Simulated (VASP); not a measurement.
# GaP (R-3m) in VASP: notebook

The runs below take GaP through single point, with LDA.

All numbers are computed with VASP 6.6.1; they aren't measurements. Logs are shortened: lines on timing, memory, paths and dates and some standing lists are left out, and cuts for length are marked.

## Step 1: The cell of the first run

Symmetry: R-3m, No. 166, trigonal system. The conventional cell has a = 3.959 Å, b = 3.959 Å, c = 16.439 Å, α = 90.00°, β = 90.00°, γ = 120.00°. Within 2.8 Å of Ga (site symmetry 3m) lie 1 Ga at 2.10 Å and 3 P at 2.40 Å. Within 2.5 Å of P (site symmetry 3m) lie 1 P at 1.91 Å and 3 Ga at 2.40 Å.

## Step 2: Single point, LDA (18.59 Å³/atom)

The input, INCAR:

```
SYSTEM = GaP
PREC     = Accurate       ! precision mode
ENCUT    = 520            ! plane-wave cutoff, eV
EDIFF    = 1E-7           ! SCF threshold, eV
ISMEAR   = 0              ! smearing method
SIGMA    = 0.05           ! smearing width, eV
LREAL    = .False.        ! projectors in reciprocal space
LASPH    = .True.         ! aspherical terms in the spheres
NELM     = 80             ! most SCF steps
ALGO     = Normal         ! electronic algorithm
ISIF     = 2              ! what is computed and relaxed
LWAVE    = .False.        ! write WAVECAR
LCHARG   = .False.        ! write CHGCAR
NBANDS   = 26             ! bands
```

The input, KPOINTS:

```
regular mesh
0
Gamma
  9 9 9
  0 0 0
```

The input, POSCAR:

```
GaP
1.0
    1.9794155214      1.1428160841      5.4795500075
   -1.9794155214      1.1428160841      5.4795500075
    0.0000000000     -2.2856321683      5.4795500075
Ga P
2 2
Direct
    0.4359784395      0.4359784395      0.4359784395
    0.5640215605      0.5640215605      0.5640215605
    0.0580350955      0.0580350955      0.0580350955
    0.9419649045      0.9419649045      0.9419649045
```

Potentials or basis: VASP PAW LDA potentials, release 64 (Ga_d, P).

On the command line:

```bash
$ cat potpaw_LDA.64/Ga_d/POTCAR potpaw_LDA.64/P/POTCAR > POTCAR
$ mpirun -np 1 vasp_std > vasp.out
```

OUTCAR:

```text
SYSTEM = GaP
   PREC = Accurate
   ENCUT = 520
   EDIFF = 1E-7
   ISMEAR = 0
   LREAL = .False.
   LASPH = .True.
   NELM = 80
   ISIF = 2

 ion  position               nearest neighbor table
   1  0.436  0.436  0.436-   2 2.10   3 2.40   3 2.40   3 2.40
   2  0.564  0.564  0.564-   1 2.10   4 2.40   4 2.40   4 2.40
   3  0.058  0.058  0.058-   4 1.91   1 2.40   1 2.40   1 2.40
   4  0.942  0.942  0.942-   3 1.91   2 2.40   2 2.40   2 2.40

  LATTYP: Found a trigonal (rhomboedric) cell.
 ALAT       =     5.9371358998
 COS(alpha) =     0.7776946274

  Lattice vectors:

 A1 = (   1.9794155214,   1.1428160841,   5.4795500075)
 A2 = (  -1.9794155214,   1.1428160841,   5.4795500075)
 A3 = (   0.0000000000,  -2.2856321683,   5.4795500075)

Analysis of symmetry for initial positions (statically):
=====================================================================
 Subroutine PRICEL returns:
 Original cell was already a primitive cell.

 Routine SETGRP: Setting up the symmetry group for a
 trigonal (rhombohedral) supercell.

 Subroutine GETGRP returns: Found 12 space group operations
 (whereof 12 operations were pure point group operations)
 out of a pool of 12 trial point group operations.

The static configuration has the point symmetry D_3d.

Analysis of symmetry for dynamics (positions and initial velocities):
=====================================================================
 Subroutine PRICEL returns:
 Original cell was already a primitive cell.

 Routine SETGRP: Setting up the symmetry group for a
 trigonal (rhombohedral) supercell.

 Subroutine GETGRP returns: Found 12 space group operations
 (whereof 12 operations were pure point group operations)
 out of a pool of 12 trial point group operations.

The dynamic configuration has the point symmetry D_3d.

 Subroutine INISYM returns: Found 12 space group operations
 (whereof 12 operations are pure point group operations),
 and found     1 'primitive' translations

----------------------------------------------------------------------------------------

                                     Primitive cell

  volume of cell :      74.3720

  direct lattice vectors                    reciprocal lattice vectors
     1.979415521  1.142816084  5.479550008     0.252599818  0.145838573  0.060832246
    -1.979415521  1.142816084  5.479550008    -0.252599818  0.145838573  0.060832246
     0.000000000 -2.285632168  5.479550008     0.000000000 -0.291677146  0.060832246

  length of vectors
[... 81 lines left out ...]
   LNONCOLLINEAR =      F non collinear calculations
   LSORBIT =      F    spin-orbit coupling
   LASPH  =      T    aspherical Exc in radial PAW
   ENCUT  =  520.0 eV  38.22 Ry    6.18 a.u.  11.04 11.04 11.04*2*pi/ulx,y,z
   NELM   =     80;   NELMIN=  2; NELMDL= -5     # of ELM steps
   EDIFF  = 0.1E-06   stopping-criterion for ELM
   LREAL  =      F    real-space projection
   EDIFFG = 0.1E-05   stopping-criterion for IOM
   NSW    =      0    number of steps for IOM
   IBRION =     -1    ionic relax: 0-MD 1-quasi-New 2-CG
   NFREE  =      0    steps in history (QN), initial steepest desc. (CG)
   ISIF   =      2    stress and relaxation
   ISYM   =      2    0-nonsym 1-usesym 2-fastsym
   POTIM  = 0.5000    time-step for ionic-motion
   TEBEG  =    0.0;   TEEND  =   0.0 temperature during run
   PSTRESS=    0.0 pullay stress
   NELECT =      36.0000    total number of electrons
   NUPDOWN=      -1.0000    fix difference up-down
   EMIN   =  10.00;   EMAX   =-10.00  energy-range for DOS
   EFERMI =   0.00;   METHOD = LEGACY
   ISMEAR =     0;   SIGMA  =   0.05  broadening in eV -4-tet -1-fermi 0-gaus
   EFERMI_NEDOS =   21; number of points for ismear=-14 and -15
   IALGO  =     38    algorithm
   IMIX   =      4    mixing-type and parameters
     AMIX     =   0.40;   BMIX     =  1.00
     AMIX_MAG =   1.60;   BMIX_MAG =  1.00
  volume/ion in A,a.u.               =      18.59       125.47
  Fermi-wavevector in a.u.,A,eV,Ry     =   1.285403  2.429059 22.480360  1.652260
  Thomas-Fermi vector in A             =   2.417539
   LORBIT       =      0    0 simple, 1 ext, 2 COOP (PROOUT), +10 PAW based schemes
   GGA     = CA    functional components
   LHFCALC =     F    Hartree Fock is set to
   AEXX    =    0.0000 exact exchange contribution
   IVDW    =     0    specifies the selected vdW correction
   LEPSILON=     F    determine dielectric tensor
   LRPA    =     F    only Hartree local field effects (RPA)
 non-spin polarized calculation
 Gauss-broadening in eV      SIGMA  =   0.05
  energy-cutoff  :      520.00
  volume of cell :       74.37
 maximum number of plane-waves:      2031
 NGX is ok and might be reduce to    48
   NGX = 23   NGY = 23   NGZ = 23

 number of electron      35.9999998 magnetization

 Free energy of the ion-electron system (eV)
  ---------------------------------------------------
  ext. energy  EPLUGINS =         0.00000000
  ---------------------------------------------------
  free energy    TOTEN  =       -18.80950862 eV

  energy without entropy =      -18.80889748  energy(sigma->0) =      -18.80920305

 E-fermi :   5.6659     XC(G=0): -10.5197

 val. band max:        5.6638896754   @ k =   0.2222   0.2222   0.1111
 cond. band min:       5.7308659862   @ k =   0.0000   0.0000   0.0000
 fundamental gap:      0.0669763108
 Fermi energy:         5.6659360126

 k-point     1 :       0.0000    0.0000    0.0000
  band No.  band energies     occupation
      1      -9.7865      2.00000
      2      -9.4153      2.00000
      3      -9.4153      2.00000
      4      -9.2230      2.00000
      5      -9.2230      2.00000
      6      -9.1309      2.00000
[... 685 lines left out ...]
     25      14.0246      0.00000
     26      14.8038      0.00000

 [... further k-points ...]
[... 5 lines left out ...]
  --------------------------------------------------------------------------------------
  -------------------------------------------------------------------------------------
  Total       -2.7518929     -2.7518929     23.8577596      0.0000000     -0.0000000      0.0000000
  in kB      -59.2833372    -59.2833372    513.9617280      0.0000000     -0.0000000      0.0000000
  external PRESSURE =     131.7983512 kB  Pullay stress =       0.0000000 kB

 VOLUME and BASIS-vectors are now :
 -----------------------------------------------------------------------------
  energy-cutoff  :      520.00
  volume of cell :       74.37
      direct lattice vectors                 reciprocal lattice vectors
     1.979415521  1.142816084  5.479550008     0.252599818  0.145838573  0.060832246
    -1.979415521  1.142816084  5.479550008    -0.252599818  0.145838573  0.060832246
     0.000000000 -2.285632168  5.479550008     0.000000000 -0.291677146  0.060832246

 POSITION                                       TOTAL-FORCE (eV/Angst)
 -----------------------------------------------------------------------------------
      0.00000     -0.00000      7.16690         0.000000      0.000000     -3.013903
      0.00000     -0.00000      9.27175         0.000000     -0.000000      3.013903
      0.00000     -0.00000      0.95402         0.000000     -0.000000      5.404451
      0.00000     -0.00000     15.48463         0.000000      0.000000     -5.404451
 -----------------------------------------------------------------------------------
    total drift:                                0.000000      0.000000      0.000000

  FREE ENERGIE OF THE ION-ELECTRON SYSTEM (eV)
  ---------------------------------------------------
  free  energy   TOTEN  =       -18.8095086185 eV

  energy  without entropy=      -18.8088974782  energy(sigma->0) =      -18.80920305
```

It took 4.8 min on 1 thread of Intel Xeon 8259CL, shared host; peak memory 0.31 GiB.

What came out:

* Free energy: -18.8095 eV
* Pressure: 13.2 GPa
* Largest force: 5.404 eV/Å
* Band gap on the k mesh: zero (bands 18 and 19 overlap by 0.15 eV)

Forces in eV/Å, atoms in the order of the input:
```
Ga   0.000  0.000 -3.014
Ga   0.000  0.000  3.014
P    0.000  0.000  5.404
P    0.000  0.000 -5.404
```

Caveat: the stress differs along the axes, from -6 to 51 GPa; semilocal functionals underestimate gaps, and a narrow one can read as zero; forces of over 1 eV/Å act on the atoms, so gaps and moduli don't describe the material at rest.

## Step 3: Single point, LDA (18.59 Å³/atom)

The input, INCAR:

```
SYSTEM = GaP
PREC = Accurate
ENCUT = 520
EDIFF = 1E-7
ISMEAR = 0
SIGMA = 0.05
LREAL = .False.
LASPH = .True.
NELM = 80
ALGO = Normal
ISIF = 2
LWAVE = .False.
LCHARG = .True.
LELF = .True.
LVHAR = .True.
NBANDS = 26
```

KPOINTS is that of step 2.

The input, POSCAR:

```
GaP
1.0
    1.7890675686      1.0329186423      6.7075721280
   -1.7890675686      1.0329186423      6.7075721280
    0.0000000000     -2.0658372846      6.7075721280
Ga P
2 2
Direct
    0.4359784395      0.4359784395      0.4359784395
    0.5640215605      0.5640215605      0.5640215605
    0.0580350955      0.0580350955      0.0580350955
    0.9419649045      0.9419649045      0.9419649045
```

Potentials or basis: VASP PAW LDA potentials, release 64 (Ga_d, P).

On the command line:

```bash
$ cat potpaw_LDA.64/Ga_d/POTCAR potpaw_LDA.64/P/POTCAR > POTCAR
$ mpirun -np 1 vasp_std > vasp.out
```

Run time: 7.8 min. Hardware: 1 thread of Intel Xeon 8259CL, shared host; peak memory 0.35 GiB.

It converged, with:

```yaml
Free_energy: -19.8378 eV
Pressure: 6.6 GPa
Largest_force: 1.238 eV/Å
Band_gap_on_the_k_mesh: zero (filled and empty bands touch)
```

Forces on the atoms (eV/Å):
```
Ga   0.000  0.000  0.867
Ga   0.000  0.000 -0.867
P    0.000  0.000 -1.238
P    0.000  0.000  1.238
```

Stress tensor (GPa, compression positive):
```
 15.14   0.00   0.00
  0.00  15.14   0.00
  0.00   0.00 -10.47
```

Levels at points of the mesh, in eV from the Fermi level:
```
           k point  band 15  band 16  band 17  band 18  band 19  band 20  band 21  band 22
(0.00, 0.00, 0.00)    -1.37    -0.91    -0.02    -0.02    -0.02     2.27     3.56     4.09
```

Caveat: the stress differs along the axes, from -10 to 15 GPa; semilocal functionals underestimate gaps, and a narrow one can read as zero; forces of over 1 eV/Å act on the atoms, so gaps and moduli don't describe the material at rest.

[end of part 1 of 2]

The gap in the log of VASP goes by the Fermi energy; the results here count the filled bands.